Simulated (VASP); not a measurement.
Set up this calculation in VASP 6.6.1, as the native input.

* Task: single point
* Functional: PBEsol
* Potentials or basis: VASP PAW PBE potentials, release 64 (Sr_sv)
* Cutoff: 520 eV
* k mesh: 8 × 8 × 8
* Occupations: gaussian, width 0.1 eV
* Spin: no spin polarisation
* Dipole correction: no
* Further INCAR settings: ALGO = Normal; EDIFF = 1e-06; NBANDS = 28

The structure of Sr lies in POSCAR:

```
Sr
1.0
   -4.3966208805      4.2014342624      3.8671256584
    4.3966208805     -4.1729628861      3.8340239595
    4.3966208805      4.1729628861     -3.8340239595
Sr
4
Direct
    0.1499098017      0.6574209295      0.8220990909
    0.8080299546      0.3311232194      0.1472965164
    0.6919700454      0.8392665518      0.5230932649
    0.3500901983      0.1721892993      0.5075111278
```

This cell differs from its parent crystal: strained and its atoms moved.

One way to write it, as run:

INCAR

```
SYSTEM = Sr
  PREC = Accurate
  ENCUT = 520
  EDIFF = 1E-6
  ISMEAR = 0
  SIGMA = 0.1
  LREAL = .FALSE.
  LASPH = .TRUE.
  NELM = 100
  ALGO = Normal
  ISIF = 2
  LWAVE = .FALSE.
  LCHARG = .FALSE.
  GGA = PS
  NBANDS = 28
```

KPOINTS

```
Automatic mesh
0
G
  8 8 8
  0 0 0
```

Potentials or basis: VASP PAW PBE potentials, release 64 (Sr_sv).

Launch:

```bash
$ cat potpaw_PBE.64/Sr_sv/POTCAR > POTCAR
$ mpirun -np 1 vasp_std > vasp.out
```

Results of the run:

The pressure is -1.6 GPa, the largest force is 0.204 eV/Å and the band gap on the k mesh is zero (band 20 reaches 0.94 eV, above the bottom of band 21 at 0.35 eV).

Caveat: the cell differs from its parent crystal (strained and its atoms moved); the PAW data sets were made with another functional, which shifts forces and pressure a little.

Run time: 11 min on 1 thread of Intel(R) Xeon(R) 6975P-C (Granite Rapids), on a shared host, peak memory 1 GiB.
